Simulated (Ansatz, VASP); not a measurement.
**Pb: VASP beside Ansatz**

INCAR

```
  PREC = Accurate
  ENCUT = 520
  EDIFF = 1E-6
  ISMEAR = -1
  SIGMA = 0.05
  LREAL = F
  LASPH = T
  NELM = 100
  ALGO = Normal
  ISIF = 2
  LWAVE = F
  LCHARG = F
  GGA = CA
  NBANDS = 21
```

File KPOINTS:

```
regular mesh
0
Gamma
  8 8 8
```

File POSCAR:

```
Pb
1.0
    0.0000000000      3.4390000555      3.3702200544
    3.4390000555      0.0000000000      3.3702200544
    3.4390000555      3.4390000555      0.0000000000
Pb
2
Direct
    0.0000000000      0.0000000000      0.0000000000
    0.2500000000      0.2500000000      0.2500000000
```

Input for Ansatz:

```yaml
crystal:
  lattice:
    - [0.0, 3.4390000555, 3.3702200544]
    - [3.4390000555, 0.0, 3.3702200544]
    - [3.4390000555, 3.4390000555, 0.0]
  atoms:
    - { symbol: Pb, position: [0.0, 0.0, 0.0] }
    - { symbol: Pb, position: [0.25, 0.25, 0.25] }
kpoints:
  mp_grid: { grid: [8, 8, 8] }
  band_path:
    path:
      - [0.0, 0.0, 0.0]
      - [0.0, 0.5, 0.5]
      - [0.25, 0.75, 0.5]
      - [0.0, 0.5, 0.0]
      - [0.0, 0.0, 0.0]
      - [0.5, 0.5, 0.0]
      - [0.3801541025, 0.6198458975, 0.0]
      - [-0.3801541025, 0.3801541025, 0.0]
      - [0.0, 0.0, 0.0]
    npoints: 5
scf:
  occupations: { method: fermi_dirac, width: 0.05 }
hamiltonian:
  xc: lda
  pseudopotentials: { kind: all_electron, lapw: { basis_error: 0.00025 } }
output:
  forces: true
  stress: true
  eigenvalues: true
```

Change from the starting cell: zz strain of -2 %.

Alike in both runs: task single point; functional LDA; k mesh 8 × 8 × 8; occupations fermi-dirac, width 0.05 eV; no spin polarisation.

|  | VASP | Ansatz |
| --- | --- | --- |
| version | VASP 6.6.1 | Ansatz 0.2.0 |
| potentials or method | VASP PAW LDA potentials, release 64 (Pb_d), cutoff 520 eV | all-electron LAPW, scalar-relativistic |

```csv
,VASP,Ansatz,Ansatz less VASP
pressure (GPa),-0.1,-0.1,+0.01
"traceless stress, the component that is largest in VASP (GPa)",0.16,0.16,0.000
```

LDA's correlation is that of Perdew and Zunger in VASP and of Perdew and Wang (1992) in Ansatz. Ansatz ran all-electron here, and VASP with PAW potentials.

Neither program's run includes spin-orbit coupling.
